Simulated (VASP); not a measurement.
# Hf (Pm-3m) in VASP: further runs, part 2 of 2

VASP 6.6.1. The steps go on from the part before.

**5. Relaxation of cell and atoms, PBE, target pressure 60 GPa, at which the enthalpy is minimised**

The input, INCAR:

```
SYSTEM = Hf
PREC     = Accurate       ! precision mode
ENCUT    = 600            ! plane-wave cutoff, eV
EDIFF    = 1E-7           ! SCF threshold, eV
ISMEAR   = -1             ! smearing method
SIGMA    = 0.05           ! smearing width, eV
LREAL    = .False.        ! projectors in reciprocal space
LASPH    = .True.         ! aspherical terms in the spheres
NELM     = 80             ! most SCF steps
ALGO     = Normal         ! electronic algorithm
ISIF     = 3              ! what is computed and relaxed
LWAVE    = .False.        ! write WAVECAR
LCHARG   = .False.        ! write CHGCAR
GGA      = PE             ! functional
IBRION   = 2              ! ionic algorithm
NSW      = 60             ! ionic steps
EDIFFG   = -0.03          ! ionic threshold
PSTRESS  = 600.0
```

The input, KPOINTS:

```
Automatic mesh
0
Gamma
  15 15 15
  0 0 0
```

The input, POSCAR:

```
Hf
1.0
    2.9100000000      0.0000000000      0.0000000000
    0.0000000000      2.9100000000      0.0000000000
    0.0000000000      0.0000000000      2.9100000000
Hf
1
Direct
    0.0000000000      0.0000000000      0.0000000000
```

Potentials or basis: VASP PAW PBE potentials, release 64 (Hf_pv).

Run with:

```bash
> cat potpaw_PBE.64/Hf_pv/POTCAR > POTCAR
> mpirun -np 1 vasp_std > vasp.out
```

OUTCAR:

```text
SYSTEM = Hf
   PREC = Accurate
   ENCUT = 600
   EDIFF = 1E-7
   ISMEAR = -1
   LREAL = .False.
   LASPH = .True.
   NELM = 80
   ISIF = 3
   GGA = PE
   IBRION = 2
   NSW = 60
   EDIFFG = -0.03
   PSTRESS = 600.0

 ion  position               nearest neighbor table
   1  0.000  0.000  0.000-

  LATTYP: Found a simple cubic cell.
 ALAT       =     2.9100000000

  Lattice vectors:

 A1 = (   2.9100000000,   0.0000000000,   0.0000000000)
 A2 = (   0.0000000000,   2.9100000000,   0.0000000000)
 A3 = (   0.0000000000,   0.0000000000,   2.9100000000)

Analysis of symmetry for initial positions (statically):
=====================================================================
 Subroutine PRICEL returns:
 Original cell was already a primitive cell.

 Routine SETGRP: Setting up the symmetry group for a
 simple cubic supercell.

 Subroutine GETGRP returns: Found 48 space group operations
 (whereof 48 operations were pure point group operations)
 out of a pool of 48 trial point group operations.

The static configuration has the point symmetry O_h .

Analysis of symmetry for dynamics (positions and initial velocities):
=====================================================================
 Subroutine PRICEL returns:
 Original cell was already a primitive cell.

 Routine SETGRP: Setting up the symmetry group for a
 simple cubic supercell.

 Subroutine GETGRP returns: Found 48 space group operations
 (whereof 48 operations were pure point group operations)
 out of a pool of 48 trial point group operations.

The dynamic configuration has the point symmetry O_h .

 Subroutine INISYM returns: Found 48 space group operations
 (whereof 48 operations are pure point group operations),
 and found     1 'primitive' translations

----------------------------------------------------------------------------------------

                                     Primitive cell

  volume of cell :      24.6422

  direct lattice vectors                    reciprocal lattice vectors
     2.910000000  0.000000000  0.000000000     0.343642612  0.000000000  0.000000000
     0.000000000  2.910000000  0.000000000     0.000000000  0.343642612  0.000000000
     0.000000000  0.000000000  2.910000000     0.000000000  0.000000000  0.343642612

  length of vectors
     2.910000000  2.910000000  2.910000000     0.343642612  0.343642612  0.343642612

  position of ions in fractional coordinates (direct lattice)
     0.000000000  0.000000000  0.000000000

  ion indices of the primitive-cell ions
   primitive index   ion index
                 1           1

----------------------------------------------------------------------------------------

 KPOINTS: Automatic mesh

Automatic generation of k-mesh.
 Grid dimensions read from file:
 generate k-points for:   15   15   15

 Generating k-lattice:

  Cartesian coordinates                     Fractional coordinates (reciprocal lattice)
     0.022909507  0.000000000  0.000000000     0.066666667  0.000000000  0.000000000
     0.000000000  0.022909507  0.000000000     0.000000000  0.066666667  0.000000000
     0.000000000  0.000000000  0.022909507     0.000000000  0.000000000  0.066666667

  Length of vectors
     0.022909507  0.022909507  0.022909507

  Shift w.r.t. Gamma in fractional coordinates (k-lattice)
     0.000000000  0.000000000  0.000000000

 Subroutine IBZKPT returns following result:
 ===========================================

 Found    120 irreducible k-points:

 Following reciprocal coordinates:
            Coordinates               Weight
  0.000000  0.000000  0.000000      1.000000
  0.066667  0.000000  0.000000      6.000000
  0.133333  0.000000  0.000000      6.000000
  0.200000  0.000000  0.000000      6.000000
  0.266667  0.000000  0.000000      6.000000
  0.333333  0.000000  0.000000      6.000000
[... 16 lines left out ...]
  0.266667  0.200000  0.000000     24.000000
  0.333333  0.200000  0.000000     24.000000
 [... further k-points ...]
   k-points           NKPTS =    120   k-points in BZ     NKDIM =    120   number of bands    NBANDS=      9
   number of dos      NEDOS =    301   number of ions     NIONS =      1
   total plane-waves  NPLWV =  13824
   dimension x,y,z NGX =    24 NGY =   24 NGZ =   24
   dimension x,y,z NGXF=    48 NGYF=   48 NGZF=   48
   ions per type =               1
   NGX,Y,Z   is equivalent  to a cutoff of  13.71, 13.71, 13.71 a.u.
   NGXF,Y,Z  is equivalent  to a cutoff of  27.42, 27.42, 27.42 a.u.
 SYSTEM =  Hf
   PREC   = accura    normal or accurate (medium, high low for compatibility)
   ISTART =      0    job   : 0-new  1-cont  2-samecut
   ICHARG =      2    charge: 1-file 2-atom 10-const
   ISPIN  =      1    spin polarized calculation?
   LNONCOLLINEAR =      F non collinear calculations
   LSORBIT =      F    spin-orbit coupling
   LASPH  =      T    aspherical Exc in radial PAW
   ENCUT  =  600.0 eV  44.10 Ry    6.64 a.u.   5.81  5.81  5.81*2*pi/ulx,y,z
   NELM   =     80;   NELMIN=  2; NELMDL= -5     # of ELM steps
   EDIFF  = 0.1E-06   stopping-criterion for ELM
   LREAL  =      F    real-space projection
   EDIFFG = -.3E-01   stopping-criterion for IOM
   NSW    =     60    number of steps for IOM
   IBRION =      2    ionic relax: 0-MD 1-quasi-New 2-CG
   NFREE  =      1    steps in history (QN), initial steepest desc. (CG)
   ISIF   =      3    stress and relaxation
   ISYM   =      2    0-nonsym 1-usesym 2-fastsym
   POTIM  = 0.5000    time-step for ionic-motion
   TEBEG  =    0.0;   TEEND  =   0.0 temperature during run
   PSTRESS=  600.0 pullay stress
   NELECT =      10.0000    total number of electrons
   NUPDOWN=      -1.0000    fix difference up-down
   EMIN   =  10.00;   EMAX   =-10.00  energy-range for DOS
   EFERMI =   0.00;   METHOD = LEGACY
   ISMEAR =    -1;   SIGMA  =   0.05  broadening in eV -4-tet -1-fermi 0-gaus
   EFERMI_NEDOS =   21; number of points for ismear=-14 and -15
   IALGO  =     38    algorithm
   IMIX   =      4    mixing-type and parameters
     AMIX     =   0.40;   BMIX     =  1.00
     AMIX_MAG =   1.60;   BMIX_MAG =  1.00
  volume/ion in A,a.u.               =      24.64       166.29
  Fermi-wavevector in a.u.,A,eV,Ry     =   1.212035  2.290414 19.987352  1.469029
  Thomas-Fermi vector in A             =   2.347532
   LORBIT       =      0    0 simple, 1 ext, 2 COOP (PROOUT), +10 PAW based schemes
   GGA     = PE    functional components
   LHFCALC =     F    Hartree Fock is set to
   AEXX    =    0.0000 exact exchange contribution
   IVDW    =     0    specifies the selected vdW correction
   LEPSILON=     F    determine dielectric tensor
   LRPA    =     F    only Hartree local field effects (RPA)
 conjugate gradient relaxation of ions
 non-spin polarized calculation
  energy-cutoff  :      600.00
  volume of cell :       24.64
 maximum number of plane-waves:       840
 NGX is ok and might be reduce to    24
   NGX = 11   NGY = 11   NGZ = 11

--------------------------------------- Ionic step        1  -------------------------------------------

 number of electron      10.0000004 magnetization

 Free energy of the ion-electron system (eV)
  ---------------------------------------------------
  ext. energy  EPLUGINS =         0.00000000
  ---------------------------------------------------
  free energy    TOTEN  =        -8.84465935 eV

  energy without entropy =       -8.82656446  energy(sigma->0) =       -8.83561190

------------------------ aborting loop because EDIFF is reached ----------------------------------------

  FORCE on cell =-STRESS in cart. coord.  units (eV):
  Direction    XX          YY          ZZ          XY          YZ          ZX
  --------------------------------------------------------------------------------------
  -------------------------------------------------------------------------------------
  Total        0.0309469      0.0309469      0.0309469     -0.0000000      0.0000000     -0.0000000
  in kB        2.0120988      2.0120988      2.0120988     -0.0000000      0.0000000     -0.0000000
  external PRESSURE =    -597.9879012 kB  Pullay stress =     600.0000000 kB
[... 24 lines left out ...]
--------------------------------------- Ionic step        2  -------------------------------------------

 number of electron      10.0000000 magnetization

 E-fermi :  27.2497     XC(G=0): -21.1678

 val. band max:       27.2364999528   @ k =   0.4667   0.4000   0.1333
 cond. band min:      27.2831230158   @ k =   0.2667   0.2667   0.2000
 fundamental gap:      0.0466230630
 Fermi energy:        27.2496959947

 k-point     1 :       0.0000    0.0000    0.0000
  band No.  band energies     occupation
      1       1.5678      2.00000
      2       1.5678      2.00000
      3       1.5678      2.00000
      4      11.2240      2.00000
      5      11.2240      2.00000
      6      28.9087      0.00000
      7      61.1381      0.00000
      8      61.1381      0.00000
      9      64.7021      0.00000
[... 462 lines left out ...]
--------------------------------------- Ionic step        7  -------------------------------------------

 number of electron      10.0000001 magnetization

 Free energy of the ion-electron system (eV)
  ---------------------------------------------------
  ext. energy  EPLUGINS =         0.00000000
  ---------------------------------------------------
  free energy    TOTEN  =        -7.77050248 eV

  energy without entropy =       -7.76519890  energy(sigma->0) =       -7.76785069

 E-fermi :   6.7193     XC(G=0): -12.6137

 val. band max:        6.6880227739   @ k =   0.4000   0.3333   0.1333
 cond. band min:       6.7359467791   @ k =   0.4000   0.1333   0.1333
 fundamental gap:      0.0479240052
 Fermi energy:         6.7192723653

 k-point     1 :       0.0000    0.0000    0.0000
  band No.  band energies     occupation
      1     -21.9983      2.00000
      2     -21.9983      2.00000
      3     -21.9983      2.00000
      4      -0.8095      2.00000
      5       4.0297      2.00000
      6       4.0297      2.00000
      7      16.4298      0.00000
      8      16.4298      0.00000
      9      16.4298      0.00000
[... 308 lines left out ...]
  energy  without entropy=       -7.7651989033  energy(sigma->0) =       -7.76785069

  enthalpy is  TOTEN    =        -1.5381511333 eV   P V=        6.2323513498

 reached required accuracy - stopping structural energy minimisation
```

It took 1.8 min on 1 thread of Intel Xeon Platinum 8259CL at 2.50GHz (Skylake/Cascade Lake), shared host; peak memory 0.21 GiB.

What came out:

| Quantity | Value |
| --- | --- |
| Free energy | -7.7705 eV |
| Relaxed volume | 16.64 Å³/atom |
| Relaxed cell | a = 2.553 Å, b = 2.553 Å, c = 2.553 Å, α = 90.00°, β = 90.00°, γ = 90.00° |
| Space group after relaxing (to 0.05 Å) | Pm-3m (No. 221) |
| Energy change on relaxing (the enthalpy is what falls) | +1074.2 meV/atom |
| Ionic steps | 7 |
| Pressure after relaxing | 59.9 GPa |
| Band gap on the k mesh | zero (band 5 reaches 7.69 eV, above the bottom of band 6 at 3.95 eV) |

The path:
| step | energy change (eV) | largest force (eV/Å) | pressure (GPa) | volume (Å³) |
| --- | --- | --- | --- | --- |
| 1 | 0.0000 | 0.0000 | 0.20 | 24.64 |
| 2 | 73.1636 | 0.0000 | 5964.63 | 4.24 |
| 3 | 0.0341 | 0.0000 | 6.25 | 22.86 |
| 4 | 0.1115 | 0.0000 | 12.42 | 21.51 |
| 5 | 1.4410 | 0.0000 | 76.12 | 15.77 |
| 6 | 1.0081 | 0.0000 | 56.91 | 16.82 |
| 7 | 1.0742 | 0.0000 | 59.92 | 16.64 |

Final structure:
```
CELL_PARAMETERS angstrom
2.55312 0.00000 0.00000
0.00000 2.55312 0.00000
0.00000 0.00000 2.55312
ATOMIC_POSITIONS crystal
Hf 0.00000 0.00000 0.00000
```

Levels at points of the mesh, in eV from the Fermi level:
```tsv
k point	band 3	band 4	band 5	band 6	band 7	band 8
(0.00, 0.00, 0.00)	-28.72	-7.53	-2.69	-2.69	9.71	9.71
```

Caveat: the cell is relaxed towards a set pressure, so the enthalpy falls and the energy may rise; the volume moved by over 15 % at a fixed basis, so the end points are rough; spin-orbit coupling is left out, which moves the levels of the heavy elements.

**6. Summary**

```tsv
cell	gap on the mesh (eV)	pressure (GPa)
relaxed	none	-0.1
relaxed to 20 GPa	none	20.0
relaxed to 40 GPa	none	40.2
relaxed to 60 GPa	none	59.9
```

Alike in all rows: task relaxation of cell and atoms; level PBE; potentials or basis VASP PAW PBE potentials, release 64 (Hf_pv); no spin polarisation; k mesh 15 × 15 × 15; cutoff (eV) 600; smearing fermi-dirac 0.05 eV.

Caveats: spin-orbit coupling is left out, which moves the levels of the heavy elements; the cell is relaxed towards a set pressure, so the enthalpy falls and the energy may rise (some runs); the volume moved by over 15 % at a fixed basis, so the end points are rough (some runs).

Total energies depend on the potentials used, so only differences within one code and one set of settings carry meaning.
